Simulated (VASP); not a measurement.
Input of a VASP 6.6.1 run:

Contents of INCAR:

```
  ALGO = Normal
  EDIFF = 1E-7
  ENCUT = 520
  GGA = PE
  ISIF = 2
  ISMEAR = 0
  ISYM = 0
  LASPH = T
  LCHARG = F
  LREAL = F
  LWAVE = F
  NBANDS = 36
  NELM = 60
  PREC = Accurate
  SIGMA = 0.01
```

File KPOINTS:

```
Automatic mesh
0
Gamma
  6 6 2
  0.5 0.5 0.5
```

File POSCAR:

```
Ga3AsP2
1.0
    3.9059637249      0.0000000000      0.0000000000
   -1.9529818624      3.3826638120      0.0000000000
    0.0000000000      0.0000000000      9.5621795807
P As Ga
2 1 3
Direct
    0.0000000000      0.0000000000      0.0030602822
    0.3333333333      0.6666666667      0.3305233904
    0.6666666667      0.3333333333      0.6663422598
    0.3333333333      0.6666666667      0.0832499795
    0.6666666667      0.3333333333      0.4103402508
    0.0000000000      0.0000000000      0.7564838373
```

Potentials or basis: VASP PAW PBE potentials, release 64 (P, As, Ga_d).

The run is started by

```sh
$ cat potpaw_PBE.64/P/POTCAR potpaw_PBE.64/As/POTCAR potpaw_PBE.64/Ga_d/POTCAR > POTCAR
$ mpirun -np 1 vasp_std > vasp.out
```

Question: What does it give for the pressure?

Answer: 2.7 GPa.

Question: Estimate the band gap on the k mesh.

Answer: 1.53 eV (least direct gap 1.93 eV).

Question: What does it give for the largest force?

Answer: 0.073 eV/Å.

Forces on the atoms (eV/Å):
```
P    0.000  0.000  0.020
P    0.000  0.000  0.007
As   0.000  0.000 -0.029
Ga   0.000  0.000 -0.013
Ga   0.000  0.000 -0.058
Ga   0.000  0.000  0.073
```

Caveat: a shifted mesh leaves out Γ, where band edges can lie. A k mesh can miss the band edges.
